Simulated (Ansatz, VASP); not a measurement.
CuAu in VASP and in Ansatz

File INCAR:

```
SYSTEM = CuAu
  ALGO = Fast
  EDIFF = 1E-6
  ENCUT = 520
  GGA = CA
  ISIF = 2
  ISMEAR = -1
  LASPH = .True.
  LCHARG = .True.
  LELF = .True.
  LREAL = .False.
  LVHAR = .True.
  LWAVE = .False.
  NBANDS = 18
  NELM = 80
  PREC = Accurate
  SIGMA = 0.05
```

File KPOINTS:

```
k-points
0
Gamma
  11 11 11
  0 0 0
```

The input POSCAR:

```
CuAu
1.0
    1.4620466157      0.8441130071      4.3121794307
   -1.4620466157      0.8441130071      4.3121794307
    0.0000000000     -1.6882260143      4.3121794307
Au Cu
1 1
Direct
    0.0000000000      0.0000000000      0.0000000000
    0.5000000000      0.5000000000      0.5000000000
```

Contents of input.yaml:

```yaml
crystal:
  lattice:
    - [1.4620466157, 0.8441130071, 4.3121794307]
    - [-1.4620466157, 0.8441130071, 4.3121794307]
    - [0.0, -1.6882260143, 4.3121794307]
  atoms:
    - { symbol: Au, position: [0.0, 0.0, 0.0] }
    - { symbol: Cu, position: [0.5, 0.5, 0.5] }
kpoints:
  mp_grid: { grid: [11, 11, 11] }
scf:
  occupations: { method: fermi_dirac, width: 0.05 }
hamiltonian:
  xc: lda
  pseudopotentials: { kind: all_electron, lapw: { basis_error: 0.001 } }
output:
  forces: true
  stress: true
  eigenvalues: true
```

Change from the starting cell: volume scaled by 1.04.

Alike in both runs: task single point; functional LDA; k mesh 11 × 11 × 11; occupations fermi-dirac, width 0.05 eV; no spin polarisation.

```csv
,VASP,Ansatz
version,VASP 6.6.1,Ansatz 0.2.0
potentials or method,"VASP PAW LDA potentials, release 64 (Au, Cu), cutoff 520 eV","all-electron LAPW, scalar-relativistic"
```

VASP gave:

- gap on the k mesh at the Fermi level (eV): none
- pressure (GPa): -16.1
- traceless stress, the component that is largest in VASP (GPa): -0.03

Q: What did Ansatz give for the same quantities?

A: gap on the k mesh at the Fermi level (eV): none; pressure (GPa): -16.6; traceless stress, the component that is largest in VASP (GPa): -0.21.

LDA's correlation is that of Perdew and Zunger in VASP and of Perdew and Wang (1992) in Ansatz. A gap of «none» marks a metal or a gap that the smearing closes. Ansatz ran all-electron here, and VASP with PAW potentials.

Spin-orbit coupling is off throughout.
